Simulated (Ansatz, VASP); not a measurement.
# One calculation of Ru, two programs

```
Ru
1.0
     2.85603    0.00000    0.00000
    -1.42801    2.47339    0.00000
     0.00000    0.00000    4.18935
Ru
2
Direct
  0.33333 0.66667 0.25000
  0.66667 0.33333 0.75000
```

Change from the starting cell: strain +0.050 along x and y, -0.025 along z, atoms carried along.

Alike in both runs: task single point; functional PBE; k mesh 24 × 24 × 14; occupations gaussian, width 0.15 eV; no spin polarisation.

```csv
,VASP,Ansatz
version,VASP 6.6.1,Ansatz 0.2.0
potentials or method,"VASP PAW PBE potentials, release 64 (Ru_pv), cutoff 520 eV","scalar-relativistic, plane waves, PAW"
valence electrons in the cell,28,32
```

Ansatz gave:

```
gap on the k mesh at the Fermi level (eV)                     : none
pressure (GPa)                                                : -16.5
traceless stress, the component that is largest in VASP (GPa) : 14.92
```

Question: What did VASP give for the same quantities?

Answer: gap on the k mesh at the Fermi level (eV): none; pressure (GPa): -16.6; traceless stress, the component that is largest in VASP (GPa): 14.90.

A gap of «none» marks a metal or a gap that the smearing closes. With one functional, cell and mesh, what is left measures potentials, basis and numerics. VASP's potentials hold 28 valence electrons a cell and Ansatz's 32, so a difference there can come from the potentials and not from the codes.
